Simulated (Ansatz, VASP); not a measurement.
## One calculation of SnSe, two programs

```
CELL_PARAMETERS angstrom
0.00000 2.98877 2.98877
2.98877 0.00000 2.98877
2.98877 2.98877 0.00000
ATOMIC_POSITIONS crystal
Sn 0.00000 0.00000 0.00000
Se 0.50000 0.50000 0.50000
```

Alike in both runs: task single point; functional PBE; dispersion D3(BJ); k mesh 10 × 10 × 10; occupations gaussian, width 0.02 eV; non-collinear spin, spin-orbit coupling.

|  | VASP | Ansatz |
| --- | --- | --- |
| version | VASP 6.6.1 | Ansatz 0.2.0 |
| potentials or method | VASP PAW PBE potentials, release 64 (Sn_d, Se), cutoff 520 eV | plane waves, PAW |
| valence electrons in the cell | 20 | 30 |

```csv
,VASP,Ansatz,Ansatz less VASP
pressure (GPa),-0.1,-0.1,-0.02
net moment per atom (μB),0.00,0.00,0.000
```

VASP's potentials hold 20 valence electrons a cell and Ansatz's 30, so a difference there can come from the potentials and not from the codes.
